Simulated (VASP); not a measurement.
# InAs (F-43m) in VASP: further runs

Runs on InAs. Level: PBE. Tasks: single point, relaxation of cell and atoms.

Program: VASP 6.6.1. These are calculated values, not measurements. Logs are shortened: lines on timing, memory, paths and dates and some standing lists are left out, and cuts for length are marked.

### 1 The cell of the first run

The structure is cubic, space group F-43m (No. 216). The conventional cell has a = 6.188 Å, b = 6.188 Å, c = 6.188 Å, α = 90.00°, β = 90.00°, γ = 90.00°. Within 3.5 Å of In (site symmetry -43m) lie 4 As at 2.68 Å. As (site symmetry -43m) has 4 In at 2.68 Å within 3.5 Å.

### 2 Single point, PBE

File INCAR:

```
PREC = Accurate
ENCUT = 520
EDIFF = 1E-6
ISMEAR = 0
SIGMA = 0.1
LREAL = F
LASPH = T
NELM = 100
ALGO = Normal
ISIF = 2
LWAVE = F
LCHARG = F
GGA = PE
NBANDS = 16
```

File KPOINTS:

```
regular mesh
0
Gamma
  16 16 16
```

File POSCAR:

```
InAs
1.0
    0.0000000000      3.0941632240      3.0941632240
    3.0941632240      0.0000000000      3.0941632240
    3.0941632240      3.0941632240      0.0000000000
In As
1 1
Direct
    0.7500000000      0.7500000000      0.7500000000
    0.0000000000      0.0000000000      0.0000000000
```

Potentials or basis: VASP PAW PBE potentials, release 64 (In_d, As).

Started as:

```
$ cat potpaw_PBE.64/In_d/POTCAR potpaw_PBE.64/As/POTCAR > POTCAR
$ mpirun -np 1 vasp_std > vasp.out
```

OUTCAR:

```text
PREC = Accurate
   ENCUT = 520
   EDIFF = 1E-6
   ISMEAR = 0
   LREAL = F
   LASPH = T
   NELM = 100
   ISIF = 2
   GGA = PE

 ion  position               nearest neighbor table
   1  0.750  0.750  0.750-   2 2.68   2 2.68   2 2.68   2 2.68
   2  0.000  0.000  0.000-   1 2.68   1 2.68   1 2.68   1 2.68

  LATTYP: Found a face centered cubic cell.
 ALAT       =     6.1883264480

  Lattice vectors:

 A1 = (   0.0000000000,   3.0941632240,   3.0941632240)
 A2 = (   3.0941632240,   0.0000000000,   3.0941632240)
 A3 = (   3.0941632240,   3.0941632240,   0.0000000000)

Analysis of symmetry for initial positions (statically):
=====================================================================
 Subroutine PRICEL returns:
 Original cell was already a primitive cell.

 Routine SETGRP: Setting up the symmetry group for a
 face centered cubic supercell.

 Subroutine GETGRP returns: Found 24 space group operations
 (whereof 24 operations were pure point group operations)
 out of a pool of 48 trial point group operations.

The static configuration has the point symmetry T_d .

Analysis of symmetry for dynamics (positions and initial velocities):
=====================================================================
 Subroutine PRICEL returns:
 Original cell was already a primitive cell.

 Routine SETGRP: Setting up the symmetry group for a
 face centered cubic supercell.

 Subroutine GETGRP returns: Found 24 space group operations
 (whereof 24 operations were pure point group operations)
 out of a pool of 48 trial point group operations.

The dynamic configuration has the point symmetry T_d .

 Subroutine INISYM returns: Found 24 space group operations
 (whereof 24 operations are pure point group operations),
 and found     1 'primitive' translations

----------------------------------------------------------------------------------------

                                     Primitive cell

  volume of cell :      59.2461

  direct lattice vectors                    reciprocal lattice vectors
     0.000000000  3.094163224  3.094163224    -0.161594578  0.161594578  0.161594578
     3.094163224  0.000000000  3.094163224     0.161594578 -0.161594578  0.161594578
     3.094163224  3.094163224  0.000000000     0.161594578  0.161594578 -0.161594578

  length of vectors
     4.375807596  4.375807596  4.375807596     0.279890019  0.279890019  0.279890019

  position of ions in fractional coordinates (direct lattice)
     0.750000000  0.750000000  0.750000000
     0.000000000  0.000000000  0.000000000

  ion indices of the primitive-cell ions
   primitive index   ion index
                 1           1
                 2           2

----------------------------------------------------------------------------------------

 KPOINTS: regular mesh

Automatic generation of k-mesh.
 Grid dimensions read from file:
 generate k-points for:   16   16   16

 Generating k-lattice:

  Cartesian coordinates                     Fractional coordinates (reciprocal lattice)
    -0.010099661  0.010099661  0.010099661     0.062500000  0.000000000  0.000000000
     0.010099661 -0.010099661  0.010099661     0.000000000  0.062500000  0.000000000
     0.010099661  0.010099661 -0.010099661     0.000000000  0.000000000  0.062500000

  Length of vectors
     0.017493126  0.017493126  0.017493126

  Shift w.r.t. Gamma in fractional coordinates (k-lattice)
     0.000000000  0.000000000  0.000000000

 Subroutine IBZKPT returns following result:
 ===========================================

 Found    145 irreducible k-points:

 Following reciprocal coordinates:
            Coordinates               Weight
  0.000000  0.000000  0.000000      1.000000
  0.062500  0.000000  0.000000      8.000000
  0.125000  0.000000  0.000000      8.000000
  0.187500  0.000000  0.000000      8.000000
  0.250000  0.000000  0.000000      8.000000
  0.312500  0.000000  0.000000      8.000000
[... 16 lines left out ...]
 -0.125000  0.062500  0.000000     24.000000
 -0.062500  0.062500  0.000000     12.000000
 [... further k-points ...]
   k-points           NKPTS =    145   k-points in BZ     NKDIM =    145   number of bands    NBANDS=     16
   number of dos      NEDOS =    301   number of ions     NIONS =      2
   total plane-waves  NPLWV =  46656
   dimension x,y,z NGX =    36 NGY =   36 NGZ =   36
   dimension x,y,z NGXF=    72 NGYF=   72 NGZF=   72
   ions per type =               1   1
   NGX,Y,Z   is equivalent  to a cutoff of  13.68, 13.68, 13.68 a.u.
   NGXF,Y,Z  is equivalent  to a cutoff of  27.35, 27.35, 27.35 a.u.
 SYSTEM =  unknown system
   PREC   = accura    normal or accurate (medium, high low for compatibility)
   ISTART =      0    job   : 0-new  1-cont  2-samecut
   ICHARG =      2    charge: 1-file 2-atom 10-const
   ISPIN  =      1    spin polarized calculation?
   LNONCOLLINEAR =      F non collinear calculations
   LSORBIT =      F    spin-orbit coupling
   LASPH  =      T    aspherical Exc in radial PAW
   ENCUT  =  520.0 eV  38.22 Ry    6.18 a.u.   8.14  8.14  8.14*2*pi/ulx,y,z
   NELM   =    100;   NELMIN=  2; NELMDL= -5     # of ELM steps
   EDIFF  = 0.1E-05   stopping-criterion for ELM
   LREAL  =      F    real-space projection
   EDIFFG = 0.1E-04   stopping-criterion for IOM
   NSW    =      0    number of steps for IOM
   IBRION =     -1    ionic relax: 0-MD 1-quasi-New 2-CG
   NFREE  =      0    steps in history (QN), initial steepest desc. (CG)
   ISIF   =      2    stress and relaxation
   ISYM   =      2    0-nonsym 1-usesym 2-fastsym
   POTIM  = 0.5000    time-step for ionic-motion
   TEBEG  =    0.0;   TEEND  =   0.0 temperature during run
   PSTRESS=    0.0 pullay stress
   NELECT =      18.0000    total number of electrons
   NUPDOWN=      -1.0000    fix difference up-down
   EMIN   =  10.00;   EMAX   =-10.00  energy-range for DOS
   EFERMI =   0.00;   METHOD = LEGACY
   ISMEAR =     0;   SIGMA  =   0.10  broadening in eV -4-tet -1-fermi 0-gaus
   EFERMI_NEDOS =   21; number of points for ismear=-14 and -15
   IALGO  =     38    algorithm
   IMIX   =      4    mixing-type and parameters
     AMIX     =   0.40;   BMIX     =  1.00
     AMIX_MAG =   1.60;   BMIX_MAG =  1.00
  volume/ion in A,a.u.               =      29.62       199.91
  Fermi-wavevector in a.u.,A,eV,Ry     =   1.100557  2.079751 16.479719  1.211225
  Thomas-Fermi vector in A             =   2.236970
   LORBIT       =      0    0 simple, 1 ext, 2 COOP (PROOUT), +10 PAW based schemes
   GGA     = PE    functional components
   LHFCALC =     F    Hartree Fock is set to
   AEXX    =    0.0000 exact exchange contribution
   IVDW    =     0    specifies the selected vdW correction
   LEPSILON=     F    determine dielectric tensor
   LRPA    =     F    only Hartree local field effects (RPA)
 non-spin polarized calculation
 Gauss-broadening in eV      SIGMA  =   0.10
  energy-cutoff  :      520.00
  volume of cell :       59.25
 maximum number of plane-waves:      1639
 NGX is ok and might be reduce to    36
   NGX = 17   NGY = 17   NGZ = 17

 number of electron      17.9999997 magnetization

 Free energy of the ion-electron system (eV)
  ---------------------------------------------------
  ext. energy  EPLUGINS =         0.00000000
  ---------------------------------------------------
  free energy    TOTEN  =        -7.71996987 eV

  energy without entropy =       -7.71989401  energy(sigma->0) =       -7.71993194

 E-fermi :   3.9235     XC(G=0):  -8.7926

 val. band max:        3.8324593195   @ k =   0.0000   0.0000   0.0000
 cond. band min:       4.2835212241   @ k =   0.0625   0.0000   0.0000
 fundamental gap:      0.4510619047
 Fermi energy:         3.9234920217

 k-point     1 :       0.0000    0.0000    0.0000
  band No.  band energies     occupation
      1     -10.4331      2.00000
      2     -10.4331      2.00000
      3     -10.4331      2.00000
      4     -10.3336      2.00000
      5     -10.3336      2.00000
      6      -7.6039      2.00000
[... 8 lines left out ...]
     15      13.3353      0.00000
     16      13.3353      0.00000

 k-point     2 :       0.0625    0.0000    0.0000
  band No.  band energies     occupation
      1     -10.4368      2.00000
      2     -10.4318      2.00000
      3     -10.4318      2.00000
      4     -10.3336      2.00000
      5     -10.3336      2.00000
      6      -7.5679      2.00000
[... 8 lines left out ...]
     15      12.9766      0.00000
     16      12.9766      0.00000

 k-point     3 :       0.1250    0.0000    0.0000
  band No.  band energies     occupation
      1     -10.4476      2.00000
      2     -10.4285      2.00000
      3     -10.4285      2.00000
      4     -10.3336      2.00000
      5     -10.3336      2.00000
      6      -7.4621      2.00000
[... 8 lines left out ...]
     15      12.5355      0.00000
     16      12.5355      0.00000

 k-point     4 :       0.1875    0.0000    0.0000
  band No.  band energies     occupation
      1     -10.4632      2.00000
      2     -10.4237      2.00000
      3     -10.4237      2.00000
      4     -10.3333      2.00000
      5     -10.3333      2.00000
      6      -7.2936      2.00000
[... 8 lines left out ...]
     15      12.2824      0.00000
     16      12.2824      0.00000
[... 324 lines left out ...]
 k-point    22 :      -0.1875    0.0625    0.0000
  band No.  band energies     occupation
      1     -10.4722      2.00000
      2     -10.4222      2.00000
      3     -10.4191      2.00000
      4     -10.3350      2.00000
      5     -10.3314      2.00000
      6      -7.1964      2.00000
[... 8 lines left out ...]
     15      12.2110      0.00000
     16      12.8377      0.00000

 k-point    23 :      -0.1250    0.0625    0.0000
  band No.  band energies     occupation
      1     -10.4560      2.00000
      2     -10.4270      2.00000
      3     -10.4241      2.00000
      4     -10.3349      2.00000
      5     -10.3322      2.00000
      6      -7.3819      2.00000
[... 8 lines left out ...]
     15      12.2170      0.00000
     16      12.5893      0.00000

 k-point    24 :      -0.0625    0.0625    0.0000
  band No.  band energies     occupation
      1     -10.4435      2.00000
      2     -10.4305      2.00000
      3     -10.4286      2.00000
      4     -10.3343      2.00000
      5     -10.3329      2.00000
      6      -7.5087      2.00000
[... 8 lines left out ...]
     15      12.4387      0.00000
     16      12.8264      0.00000

 [... further k-points ...]

------------------------ aborting loop because EDIFF is reached ----------------------------------------

  FORCE on cell =-STRESS in cart. coord.  units (eV):
  Direction    XX          YY          ZZ          XY          YZ          ZX
  --------------------------------------------------------------------------------------
  -------------------------------------------------------------------------------------
  Total       -0.0004264     -0.0004264     -0.0004264     -0.0000000      0.0000000     -0.0000000
  in kB       -0.0115315     -0.0115315     -0.0115315     -0.0000000      0.0000000     -0.0000000
  external PRESSURE =      -0.0115315 kB  Pullay stress =       0.0000000 kB

 VOLUME and BASIS-vectors are now :
 -----------------------------------------------------------------------------
  energy-cutoff  :      520.00
  volume of cell :       59.25
      direct lattice vectors                 reciprocal lattice vectors
     0.000000000  3.094163224  3.094163224    -0.161594578  0.161594578  0.161594578
     3.094163224  0.000000000  3.094163224     0.161594578 -0.161594578  0.161594578
     3.094163224  3.094163224  0.000000000     0.161594578  0.161594578 -0.161594578

 POSITION                                       TOTAL-FORCE (eV/Angst)
 -----------------------------------------------------------------------------------
      4.64124      4.64124      4.64124        -0.000000     -0.000000     -0.000000
      0.00000      0.00000      0.00000         0.000000      0.000000      0.000000
 -----------------------------------------------------------------------------------
    total drift:                               -0.000000     -0.000000     -0.000000

  FREE ENERGIE OF THE ION-ELECTRON SYSTEM (eV)
  ---------------------------------------------------
  free  energy   TOTEN  =        -7.7199698660 eV

  energy  without entropy=       -7.7198940073  energy(sigma->0) =       -7.71993194
```

It took 48 s on 1 thread of Intel Xeon 6975P-C (Granite Rapids), shared host; peak memory 0.3 GiB.

What came out:

- Free energy: -7.7200 eV
- Pressure: 0.0 GPa
- Band gap on the k mesh: zero (filled and empty bands touch)

Levels at points of the mesh, in eV from the Fermi level:
```tsv
k point	band 5	band 6	band 7	band 8	band 9	band 10	band 11	band 12	band 13	band 14
(0.00, 0.00, 0.00)	-14.26	-11.53	-0.64	-0.09	-0.09	-0.09	3.78	3.78	3.78	7.18
(0.50, 0.00, 0.00)	-14.25	-10.26	-5.52	-0.98	-0.98	0.72	4.54	4.54	6.66	8.60
(0.50, 0.50, 0.00)	-14.24	-9.79	-5.64	-2.19	-2.19	1.57	1.95	8.66	8.70	8.70
```

Caveat: spin-orbit coupling is left out, which moves the levels of the heavy elements.

### 3 Relaxation of cell and atoms, PBE

This run uses another cell than the first one, of 28.47 Å³/atom, 0.961 times its volume.

File INCAR:

```
PREC     = Accurate       # precision mode
ENCUT    = 600            # plane-wave cutoff, eV
EDIFF    = 1E-6           # SCF threshold, eV
ISMEAR   = 0              # smearing method
SIGMA    = 0.1            # smearing width, eV
LREAL    = F              # projectors in reciprocal space
LASPH    = T              # aspherical terms in the spheres
NELM     = 60             # most SCF steps
ALGO     = Normal         # electronic algorithm
ISIF     = 3              # what is computed and relaxed
LWAVE    = F              # write WAVECAR
LCHARG   = F              # write CHGCAR
GGA      = PE             # functional
IBRION   = 2              # ionic algorithm
NSW      = 100            # ionic steps
EDIFFG   = -0.01          # ionic threshold
```

File KPOINTS:

```
Automatic mesh
0
Gamma
  16 16 16
```

File POSCAR:

```
InAs
1.0
    0.0000000000      3.0535616900      3.0535616900
    3.0535616900      0.0000000000      3.0535616900
    3.0535616900      3.0535616900      0.0000000000
In As
1 1
Direct
    0.7500000000      0.7500000000      0.7500000000
    0.0000000000      0.0000000000      0.0000000000
```

Potentials or basis: VASP PAW PBE potentials, release 64 (In_d, As).

Started as:

```
$ cat potpaw_PBE.64/In_d/POTCAR potpaw_PBE.64/As/POTCAR > POTCAR
$ mpirun -np 1 vasp_std > vasp.out
```

Wall time 96 s (1 thread of Intel Xeon 6975P-C (Granite Rapids), shared host); peak memory 0.32 GiB.

Results (log left out):

- Free energy: -7.7198 eV
- Relaxed volume: 29.63 Å³/atom
- Relaxed cell: a = 4.376 Å, b = 4.376 Å, c = 4.376 Å, α = 60.00°, β = 60.00°, γ = 60.00°
- Space group after relaxing (to 0.05 Å): F-43m (No. 216)
- Energy gained by relaxing: 7.4 meV/atom
- Ionic steps: 3
- Pressure after relaxing: 0.0 GPa
- Band gap on the k mesh: zero (filled and empty bands touch)

Step by step:
```tsv
step	energy change (eV)	largest force (eV/Å)	pressure (GPa)	volume (Å³)
1	0.0000	0.0000	2.13	56.94
2	-0.0129	0.0000	-0.70	60.13
3	-0.0148	0.0000	0.02	59.25
```

Final structure:
```
In As
1.0
     0.00000    3.09427    3.09427
     3.09427    0.00000    3.09427
     3.09427    3.09427    0.00000
In As
1 1
Direct
  0.75000 0.75000 0.75000
  0.00000 0.00000 0.00000
```

Levels at points of the mesh, in eV from the Fermi level:
```tsv
k point	band 7	band 8	band 9	band 10	band 11	band 12
(0.00, 0.00, 0.00)	-0.64	-0.09	-0.09	-0.09	3.78	3.78
(0.50, 0.00, 0.00)	-5.52	-0.98	-0.98	0.72	4.54	4.54
(0.50, 0.50, 0.00)	-5.64	-2.19	-2.19	1.57	1.95	8.66
```

Caveat: spin-orbit coupling is left out, which moves the levels of the heavy elements.
